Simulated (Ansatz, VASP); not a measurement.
**One calculation of BiAuO3, two programs**

```xyz
10
Lattice="5.2911 0.0000 0.0000 -2.6455 4.5822 0.0000 0.0000 0.0000 6.0875" Properties=species:S:1:pos:R:3 pbc="T T T"
Bi    0.0000    3.0548    4.5656
Bi    2.6455    1.5274    1.5219
Au    0.0000    0.0000    3.0437
Au    0.0000    0.0000    0.0000
O     0.0000    1.5295    1.5219
O     3.9665    0.7648    4.5656
O     2.6455    3.0527    4.5656
O    -1.3209    3.8174    1.5219
O     1.3209    3.8174    1.5219
O     1.3246    0.7648    4.5656
```

Alike in both runs: functional PBE; k mesh 6 × 6 × 4; occupations gaussian, width 0.1 eV; no spin polarisation.

Ansatz relaxed the structure, and its values are those at the end. VASP's run is a single point on that final structure, the one shown.

```csv
,VASP,Ansatz
version,VASP 6.6.1,Ansatz 0.2.0
potentials or method,"VASP PAW PBE potentials, release 64 (Bi_d, Au, O), cutoff 520 eV","scalar-relativistic, plane waves, PAW"
valence electrons in the cell,88,104
```

VASP gave:

```
gap on the k mesh at the Fermi level (eV) : none
pressure (GPa)                            : 0.0
rms of the force components (eV/Å)        : 0.018
```

Q: What did Ansatz give for the same quantities?

A: gap on the k mesh at the Fermi level (eV): none; pressure (GPa): 0.0; rms of the force components (eV/Å): 0.001.

A gap of «none» marks a metal or a gap that the smearing closes. VASP's potentials hold 88 valence electrons a cell and Ansatz's 104, so a difference there can come from the potentials and not from the codes.

Spin-orbit coupling is off throughout.
